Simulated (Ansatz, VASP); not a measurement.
One calculation of CaO, two programs

The input INCAR:

```
SYSTEM = CaO
  PREC = Accurate
  ENCUT = 520
  EDIFF = 1E-7
  ISMEAR = -1
  SIGMA = 0.02
  LREAL = .FALSE.
  LASPH = .TRUE.
  NELM = 100
  ALGO = Normal
  ISIF = 2
  LWAVE = .FALSE.
  LCHARG = .FALSE.
  GGA = PE
  NBANDS = 15
```

Contents of KPOINTS:

```
Automatic mesh
0
G
  8 8 8
  0 0 0
```

The input POSCAR:

```
CaO
1.0
    0.0750738742      2.6067317416      2.6067317416
    2.6067317416      0.0750738742      2.6067317416
    2.6818056158      2.6818056158      0.0000000000
Ca O
1 1
Direct
    0.0050907282      0.0050907282     -0.0050907282
    0.2449092718      0.2449092718      0.2550907282
```

Input for Ansatz:

```yaml
crystal:
  lattice:
    - [0.0750738742, 2.6067317416, 2.6067317416]
    - [2.6067317416, 0.0750738742, 2.6067317416]
    - [2.6818056158, 2.6818056158, 0.0]
  atoms:
    - { symbol: Ca, position: [0.0050907282, 0.0050907282, -0.0050907282] }
    - { symbol: O, position: [0.2449092718, 0.2449092718, 0.2550907282] }
kpoints:
  mp_grid: { grid: [8, 8, 8] }
  band_path:
    path:
      - [0.0, 0.0, 0.0]
      - [-0.5, -0.5, 0.0]
      - [-0.375, -0.375, 0.25]
      - [-0.375, 0.0, 0.375]
      - [0.0, 0.0, 0.5]
      - [-0.5, -0.25, 0.25]
    npoints: 1
hamiltonian:
  xc: pbe
scf:
  occupations: { method: fermi_dirac, width: 0.02 }
  n_extra_bands: 4
output:
  forces: true
  stress: true
  eigenvalues: true
```

Change from the starting cell: shear_xy strain +5.8%.

Alike in both runs: task single point; functional PBE; k mesh 8 × 8 × 8; occupations fermi-dirac, width 0.02 eV; no spin polarisation.

```csv
,VASP,Ansatz
version,VASP 6.6.1,Ansatz 0.2.0
potentials or method,"VASP PAW PBE potentials, release 64 (Ca_sv, O)","plane waves, PAW"
plane-wave cutoff (eV),520,420
valence electrons in the cell,16,16
```

Ansatz gave:

```
gap on the k mesh at the Fermi level (eV)                     : 3.26
pressure (GPa)                                                : 1.3
traceless stress, the component that is largest in VASP (GPa) : -2.13
rms of the force components (eV/Å)                            : 0.001
```

Question: Which values does VASP return?

Answer: gap on the k mesh at the Fermi level (eV): 3.26; pressure (GPa): 1.8; traceless stress, the component that is largest in VASP (GPa): -2.14; rms of the force components (eV/Å): 0.005.

Atom by atom the forces differ by 0.005 eV/Å (rms over components).
